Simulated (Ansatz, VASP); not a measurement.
## Two plane-wave programs on BaTe

```
CELL_PARAMETERS angstrom
0.00000 3.53239 3.44054
3.53239 0.00000 3.44054
3.53239 3.53239 0.00000
ATOMIC_POSITIONS crystal
Ba 0.00000 0.00000 0.00000
Te 0.50000 0.50000 0.50000
```

Change from the starting cell: uniaxial_z strain -2.6%.

Alike in both runs: task single point; functional PBE; k mesh 6 × 6 × 6; occupations fermi-dirac, width 0.02 eV; no spin polarisation.

```csv
,VASP,Ansatz
version,VASP 6.6.1,Ansatz 0.2.0
potentials or method,"VASP PAW PBE potentials, release 64 (Ba_sv, Te)","plane waves, PAW"
plane-wave cutoff (eV),500,420
valence electrons in the cell,16,26
```

Ansatz gave:

- gap on the k mesh at the Fermi level (eV): 1.56
- pressure (GPa): 0.9
- traceless stress, the component that is largest in VASP (GPa): 1.21

Question: What did VASP give for the same quantities?

Answer: gap on the k mesh at the Fermi level (eV): 1.47; pressure (GPa): 1.2; traceless stress, the component that is largest in VASP (GPa): 1.28.

The functional is the same, so the differences come from potentials, cutoffs and numerics. VASP's potentials hold 16 valence electrons a cell and Ansatz's 26, so a difference there can come from the potentials and not from the codes.

Neither program's run includes spin-orbit coupling.
